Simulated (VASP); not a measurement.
# CuO (C2/c) in VASP: single point with PBEsol+U

Aim: the single point of CuO with PBEsol+U.

Program: VASP 6.6.1. These are calculated values, not measurements. Logs are shortened: lines on timing, memory, paths and dates and some standing lists are left out, and cuts for length are marked.

## (1) The cell of the first run

The structure is monoclinic, space group C2/c (No. 15). Conventional cell: a = 4.684 Å, b = 3.423 Å, c = 5.129 Å, α = 90.00°, β = 99.54°, γ = 90.00°. Within 2.6 Å of Cu (site symmetry -1) lie 4 O at 1.95 to 1.96 Å. O (site symmetry 2) has 6 Cu at 1.95 to 2.78 Å and 6 O at 2.62 to 2.90 Å within 3.0 Å.

## (2) Single point, PBEsol+U, collinear spin, ferromagnetic start

INCAR

```
  PREC = Accurate
  ENCUT = 520
  EDIFF = 1E-6
  ISMEAR = 0
  SIGMA = 0.05
  LREAL = F
  LASPH = T
  NELM = 150
  ALGO = Normal
  ISIF = 2
  LWAVE = F
  LCHARG = F
  ISPIN = 2
  MAGMOM = 0.61 0.61 0.32 0.32
  LORBIT = 11
  LMAXMIX = 4
  LDAU = T
  LDAUTYPE = 2
  LDAUL = 2 -1
  LDAUU = 4 0
  LDAUJ = 0 0
  LDAUPRINT = 1
  GGA = PS
  NBANDS = 29
```

KPOINTS

```
regular mesh
0
Gamma
  10 10 6
```

POSCAR

```
CuO
1.0
    2.3418500000     -1.7113000000      0.0000000000
    2.3418500000      1.7113000000      0.0000000000
   -0.8500274268      0.0000000000      5.0578693947
Cu O
2 2
Direct
    0.0000000000      0.5000000000      0.0000000000
    0.5000000000      0.0000000000      0.5000000000
    0.5816000000      0.4184000000      0.2500000000
    0.4184000000      0.5816000000      0.7500000000
```

Potentials or basis: VASP PAW PBE potentials, release 64 (Cu, O).

Command:

```bash
cat potpaw_PBE.64/Cu/POTCAR potpaw_PBE.64/O/POTCAR > POTCAR
mpirun -np 1 vasp_std > vasp.out
```

OUTCAR:

```text
PREC = Accurate
   ENCUT = 520
   EDIFF = 1E-6
   ISMEAR = 0
   LREAL = F
   LASPH = T
   NELM = 150
   ISIF = 2
   ISPIN = 2
   LORBIT = 11
   GGA = PS

 ion  position               nearest neighbor table
   1  0.000  0.500  0.000-   3 1.95   4 1.95   4 1.96   3 1.96
   2  0.500  0.000  0.500-   4 1.95   3 1.95   4 1.96   3 1.96
   3  0.582  0.418  0.250-   2 1.95   1 1.95   2 1.96   1 1.96
   4  0.418  0.582  0.750-   1 1.95   2 1.95   2 1.96   1 1.96

  LATTYP: Found a base centered monoclinic cell.
 ALAT       =     4.6837000000
 B/A-ratio  =     0.7307470589
 C/A-ratio  =     1.0950317057
 COS(beta)  =    -0.1657361228

  Lattice vectors:

 A1 = (   2.3418500000,  -1.7113000000,   0.0000000000)
 A2 = (   2.3418500000,   1.7113000000,   0.0000000000)
 A3 = (  -0.8500274268,   0.0000000000,   5.0578693947)

Analysis of symmetry for initial positions (statically):
=====================================================================
 Subroutine PRICEL returns:
 Original cell was already a primitive cell.

 Routine SETGRP: Setting up the symmetry group for a
 base centered monoclinic supercell.

 Subroutine GETGRP returns: Found  4 space group operations
 (whereof  2 operations were pure point group operations)
 out of a pool of  4 trial point group operations.

The static configuration has the point symmetry S_2 .
 The point group associated with its full space group is C_2h.

Analysis of symmetry for dynamics (positions and initial velocities):
=====================================================================
 Subroutine PRICEL returns:
 Original cell was already a primitive cell.

 Routine SETGRP: Setting up the symmetry group for a
 base centered monoclinic supercell.

 Subroutine GETGRP returns: Found  4 space group operations
 (whereof  2 operations were pure point group operations)
 out of a pool of  4 trial point group operations.

The dynamic configuration has the point symmetry S_2 .
 The point group associated with its full space group is C_2h.

Analysis of structural, dynamic, and magnetic symmetry:
=====================================================================
 Subroutine PRICEL returns:
 Original cell was already a primitive cell.

 Routine SETGRP: Setting up the symmetry group for a
 base centered monoclinic supercell.

 Subroutine GETGRP returns: Found  4 space group operations
 (whereof  2 operations were pure point group operations)
 out of a pool of  4 trial point group operations.

The overall configuration has the point symmetry S_2 .
 The point group associated with its full space group is C_2h.

 Subroutine INISYM returns: Found  4 space group operations
 (whereof  2 operations are pure point group operations),
 and found     1 'primitive' translations

----------------------------------------------------------------------------------------

                                     Primitive cell

  volume of cell :      40.5399

  direct lattice vectors                    reciprocal lattice vectors
     2.341850000 -1.711300000  0.000000000     0.213506416 -0.292175539  0.035881968
     2.341850000  1.711300000  0.000000000     0.213506416  0.292175539  0.035881968
    -0.850027427  0.000000000  5.057869395     0.000000000  0.000000000  0.197711709

  length of vectors
[... 139 lines left out ...]
  0.0016  0.0081 -0.0013 -0.0109  0.9766

spin component  2

  0.9474 -0.0396  0.0106  0.0478 -0.0161
 -0.0396  0.7974  0.0039  0.2393 -0.0790
  0.0106  0.0039  0.9683 -0.0051  0.0000
  0.0478  0.2393 -0.0051  0.6226  0.1135
 -0.0161 -0.0790  0.0000  0.1135  0.9266

 occupancies and eigenvectors

  o =  0.4099  v =  0.0000  0.0000  0.0000  0.0000  0.0000 -0.1184 -0.5500  0.0132  0.7847 -0.2601      0.0000  0.0000  0.0000  0.0000  0.0000  0.0000  0.0000  0.0000  0.0000  0.0000
  o =  0.9484  v =  0.0000  0.0000  0.0000  0.0000  0.0000  0.8492  0.1772 -0.4307  0.2228 -0.1110      0.0000  0.0000  0.0000  0.0000  0.0000  0.0000  0.0000  0.0000  0.0000  0.0000
  o =  0.9583  v =  0.8629  0.1576 -0.4362  0.1899 -0.0658  0.0000  0.0000  0.0000  0.0000  0.0000      0.0000  0.0000  0.0000  0.0000  0.0000  0.0000  0.0000  0.0000  0.0000  0.0000
  o =  0.9640  v =  0.0000  0.0000  0.0000  0.0000  0.0000  0.0934  0.0315  0.1349  0.3406  0.9252      0.0000  0.0000  0.0000  0.0000  0.0000  0.0000  0.0000  0.0000  0.0000  0.0000
  o =  0.9656  v =  0.0000  0.0000  0.0000  0.0000  0.0000 -0.1516  0.7894  0.3168  0.4509 -0.2238      0.0000  0.0000  0.0000  0.0000  0.0000  0.0000  0.0000  0.0000  0.0000  0.0000
  o =  0.9721  v = -0.0549  0.6783  0.3449  0.5787  0.2882  0.0000  0.0000  0.0000  0.0000  0.0000      0.0000  0.0000  0.0000  0.0000  0.0000  0.0000  0.0000  0.0000  0.0000  0.0000
  o =  0.9729  v = -0.1342  0.3991  0.0022 -0.0304 -0.9065  0.0000  0.0000  0.0000  0.0000  0.0000      0.0000  0.0000  0.0000  0.0000  0.0000  0.0000  0.0000  0.0000  0.0000  0.0000
  o =  0.9742  v =  0.0000  0.0000  0.0000  0.0000  0.0000  0.4828 -0.2048  0.8341 -0.1238 -0.1178      0.0000  0.0000  0.0000  0.0000  0.0000  0.0000  0.0000  0.0000  0.0000  0.0000
  o =  0.9785  v =  0.4769 -0.1940  0.8311 -0.1486 -0.1490  0.0000  0.0000  0.0000  0.0000  0.0000      0.0000  0.0000  0.0000  0.0000  0.0000  0.0000  0.0000  0.0000  0.0000  0.0000
  o =  1.0270  v = -0.0839 -0.5641  0.0087  0.7785 -0.2620  0.0000  0.0000  0.0000  0.0000  0.0000      0.0000  0.0000  0.0000  0.0000  0.0000  0.0000  0.0000  0.0000  0.0000  0.0000

atom =   2  type =  1  l = 2

 onsite density matrix

spin component  1

  0.9636  0.0001 -0.0077  0.0063 -0.0016
  0.0001  0.9896  0.0004  0.0244 -0.0081
 -0.0077  0.0004  0.9739  0.0007 -0.0013
  0.0063  0.0244  0.0007  1.0050 -0.0109
 -0.0016 -0.0081 -0.0013 -0.0109  0.9766

spin component  2

  0.9474 -0.0396 -0.0106 -0.0478  0.0161
 -0.0396  0.7974 -0.0039 -0.2393  0.0790
 -0.0106 -0.0039  0.9683 -0.0051  0.0000
 -0.0478 -0.2393 -0.0051  0.6226  0.1135
  0.0161  0.0790  0.0000  0.1135  0.9266

 occupancies and eigenvectors

  o =  0.4099  v =  0.0000  0.0000  0.0000  0.0000  0.0000  0.1184  0.5500  0.0132  0.7847 -0.2601      0.0000  0.0000  0.0000  0.0000  0.0000  0.0000  0.0000  0.0000  0.0000  0.0000
  o =  0.9484  v =  0.0000  0.0000  0.0000  0.0000  0.0000 -0.8492 -0.1772 -0.4307  0.2228 -0.1110      0.0000  0.0000  0.0000  0.0000  0.0000  0.0000  0.0000  0.0000  0.0000  0.0000
  o =  0.9583  v =  0.8629  0.1576  0.4362 -0.1899  0.0658  0.0000  0.0000  0.0000  0.0000  0.0000      0.0000  0.0000  0.0000  0.0000  0.0000  0.0000  0.0000  0.0000  0.0000  0.0000
  o =  0.9640  v =  0.0000  0.0000  0.0000  0.0000  0.0000 -0.0934 -0.0315  0.1349  0.3406  0.9252      0.0000  0.0000  0.0000  0.0000  0.0000  0.0000  0.0000  0.0000  0.0000  0.0000
  o =  0.9656  v =  0.0000  0.0000  0.0000  0.0000  0.0000  0.1516 -0.7894  0.3168  0.4509 -0.2238      0.0000  0.0000  0.0000  0.0000  0.0000  0.0000  0.0000  0.0000  0.0000  0.0000
  o =  0.9721  v =  0.0549 -0.6783  0.3449  0.5787  0.2882  0.0000  0.0000  0.0000  0.0000  0.0000      0.0000  0.0000  0.0000  0.0000  0.0000  0.0000  0.0000  0.0000  0.0000  0.0000
  o =  0.9729  v = -0.1342  0.3991 -0.0022  0.0304  0.9065  0.0000  0.0000  0.0000  0.0000  0.0000      0.0000  0.0000  0.0000  0.0000  0.0000  0.0000  0.0000  0.0000  0.0000  0.0000
  o =  0.9742  v =  0.0000  0.0000  0.0000  0.0000  0.0000 -0.4828  0.2048  0.8341 -0.1238 -0.1178      0.0000  0.0000  0.0000  0.0000  0.0000  0.0000  0.0000  0.0000  0.0000  0.0000
  o =  0.9785  v = -0.4769  0.1940  0.8311 -0.1486 -0.1490  0.0000  0.0000  0.0000  0.0000  0.0000      0.0000  0.0000  0.0000  0.0000  0.0000  0.0000  0.0000  0.0000  0.0000  0.0000
  o =  1.0270  v =  0.0839  0.5641  0.0087  0.7785 -0.2620  0.0000  0.0000  0.0000  0.0000  0.0000      0.0000  0.0000  0.0000  0.0000  0.0000  0.0000  0.0000  0.0000  0.0000  0.0000

 number of electron      34.0000001 magnetization       1.9845842

 Free energy of the ion-electron system (eV)
  ---------------------------------------------------
  ext. energy  EPLUGINS =         0.00000000
  ---------------------------------------------------
  free energy    TOTEN  =       -18.84811465 eV

  energy without entropy =      -18.84772343  energy(sigma->0) =      -18.84791904

 E-fermi :   5.2307     XC(G=0): -12.1392

 val. band max:        5.2132087833   @ k =   0.0000   0.0000   0.0000
 cond. band min:       5.2471851166   @ k =   0.5000   0.4000   0.0000
 fundamental gap:      0.0339763333
 Fermi energy:         5.2307238070

 spin component 1

 k-point     1 :       0.0000    0.0000    0.0000
  band No.  band energies     occupation
      1     -14.3392      1.00000
      2     -12.9540      1.00000
      3      -3.0825      1.00000
      4      -1.8322      1.00000
      5      -1.4261      1.00000
      6       0.2554      1.00000
[... 1529 lines left out ...]
     28      23.5774      0.00000
     29      24.0621      0.00000

 [... further k-points ...]
[... 5 lines left out ...]
  --------------------------------------------------------------------------------------
  -------------------------------------------------------------------------------------
  Total       -1.2043674     -0.4325472     -1.1274967      0.0000000      0.0000000      0.2907747
  in kB      -47.5977831    -17.0946925    -44.5597808      0.0000000      0.0000000     11.4917017
  external PRESSURE =     -36.4174188 kB  Pullay stress =       0.0000000 kB

 VOLUME and BASIS-vectors are now :
 -----------------------------------------------------------------------------
  energy-cutoff  :      520.00
  volume of cell :       40.54
      direct lattice vectors                 reciprocal lattice vectors
     2.341850000 -1.711300000  0.000000000     0.213506416 -0.292175539  0.035881968
     2.341850000  1.711300000  0.000000000     0.213506416  0.292175539  0.035881968
    -0.850027427  0.000000000  5.057869395     0.000000000  0.000000000  0.197711709

 POSITION                                       TOTAL-FORCE (eV/Angst)
 -----------------------------------------------------------------------------------
      1.17092      0.85565      0.00000         0.000000     -0.000000     -0.000000
      0.74591     -0.85565      2.52893         0.000000      0.000000     -0.000000
      2.12934     -0.27928      1.26447        -0.000000      0.163926     -0.000000
      1.70433      0.27928      3.79340        -0.000000     -0.163926      0.000000
 -----------------------------------------------------------------------------------
    total drift:                                0.000000     -0.000000     -0.000000

  FREE ENERGIE OF THE ION-ELECTRON SYSTEM (eV)
  ---------------------------------------------------
  free  energy   TOTEN  =       -18.8481146453 eV

  energy  without entropy=      -18.8477234319  energy(sigma->0) =      -18.84791904

 total charge

# of ion       s       p       d       tot
------------------------------------------
    1        0.381   0.396   9.150   9.926
    2        0.381   0.396   9.150   9.926
    3        1.552   3.414   0.000   4.966
    4        1.552   3.414   0.000   4.966
--------------------------------------------------
tot          3.867   7.619  18.299  29.785

 magnetization (x)

# of ion       s       p       d       tot
------------------------------------------
    1       -0.004   0.003   0.647   0.646
    2       -0.004   0.003   0.647   0.646
    3        0.020   0.286   0.000   0.306
    4        0.020   0.286   0.000   0.306
--------------------------------------------------
tot          0.033   0.577   1.293   1.903
```

Wall time 12 min (1 thread of Intel Xeon 8259CL, shared host); peak memory 0.39 GiB.

What came out:

```
Free energy                                           : -18.8481 eV
Pressure                                              : -3.6 GPa
Largest force                                         : 0.164 eV/Å
Band gap on the k mesh                                : zero (filled and empty bands overlap)
Net moment                                            : 1.98 μB per cell
Site moments                                          : Cu +0.65; O +0.31 μB
Valence electrons inside the program's atomic spheres : Cu 9.93; O 4.97
```

Forces in eV/Å, atoms in the order of the input:
```
Cu   0.000  0.000  0.000
Cu   0.000  0.000  0.000
O    0.000  0.164  0.000
O    0.000 -0.164  0.000
```

Eigenvalues of the final occupation matrices:
```tsv
site	spin	trace	eigenvalues
site 1 d	1	4.91	0.96 0.97 0.97 0.98 1.03
site 1 d	2	4.26	0.41 0.95 0.96 0.97 0.97
site 2 d	1	4.91	0.96 0.97 0.97 0.98 1.03
site 2 d	2	4.26	0.41 0.95 0.96 0.97 0.97
```

Caveat: the cell stands under tension; semilocal functionals underestimate gaps, and a narrow one can read as zero; the PAW data sets were made with another functional, which shifts forces and pressure a little.

The gap in the log of VASP goes by the Fermi energy; the results here count the filled bands.